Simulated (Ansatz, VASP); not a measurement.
# Gd in VASP and in Ansatz

File INCAR:

```
PREC = Accurate
ENCUT = 600
EDIFF = 1E-7
ISMEAR = -1
SIGMA = 0.05
LREAL = F
LASPH = T
NELM = 200
ALGO = Normal
ISIF = 3
LWAVE = F
LCHARG = F
ISPIN = 2
MAGMOM = 7 7
LORBIT = 11
LMAXMIX = 6
GGA = PE
IBRION = 2
NSW = 100
EDIFFG = -0.005
GGA_COMPAT = F
NELMIN = 4
KPAR = 4
```

KPOINTS

```
regular mesh
0
Gamma
  12 12 8
```

Contents of POSCAR:

```
Gd
1.0
    3.7304835253      0.0000000000      0.0000000000
   -1.8652417626      3.2306935013      0.0000000000
    0.0000000000      0.0000000000      5.9328641456
Gd
2
Direct
    0.3333333333      0.6666666667      0.2500000000
    0.6666666667      0.3333333333      0.7500000000
```

Input for Ansatz:

```yaml
crystal:
  lattice:
    - [3.7304835253, 0.0, 0.0]
    - [-1.8652417626, 3.2306935013, 0.0]
    - [0.0, 0.0, 5.9328641456]
  atoms:
    - { symbol: Gd, position: [0.3333333333, 0.6666666667, 0.25], spin: 7.0 }
    - { symbol: Gd, position: [0.6666666667, 0.3333333333, 0.75], spin: 7.0 }
magnetization:
  spin_polarized: true
kpoints:
  mp_grid: { grid: [12, 12, 8] }
scf:
  occupations: { method: fermi_dirac, width: 0.05 }
  algorithm: direct_min
hamiltonian:
  xc: pbe
  pseudopotentials: { kind: all_electron, lapw: { basis_error: 0.001 } }
output:
  forces: true
  stress: true
relax:
  f_tol: 0.005
  max_steps: 80
  cell: {}
```

Alike in both runs: task relaxation of cell and atoms; functional PBE; k mesh 12 × 12 × 8; occupations fermi-dirac, width 0.05 eV; collinear spin.

|  | VASP | Ansatz |
| --- | --- | --- |
| version | VASP 6.6.1 | Ansatz 0.2.0 |
| potentials or method | VASP PAW PBE potentials, release 64 (Gd), cutoff 600 eV | all-electron LAPW, scalar-relativistic |

|  | VASP | Ansatz | Ansatz less VASP |
| --- | --- | --- | --- |
| gap on the k mesh at the Fermi level, each at its own relaxed structure (eV) | none | none | - |
| net moment per atom (μB) | 7.67 | 7.66 | -0.005 |
| size of the moment on the site where the two differ most (μB) | 7.00 | 7.45 | +0.448 |
| relaxed volume (Å³/atom) | 33.59 | 33.59 | -0.001 |
| relaxed length of the cell vector where the two differ most in proportion (Å) | 3.647 | 3.647 | 0.0000 |

Site moments also hang on the region over which each program counts them. A gap of «none» marks a metal or a gap that the smearing closes. Ansatz ran all-electron here, and VASP with PAW potentials.

Spin-orbit coupling is off throughout.
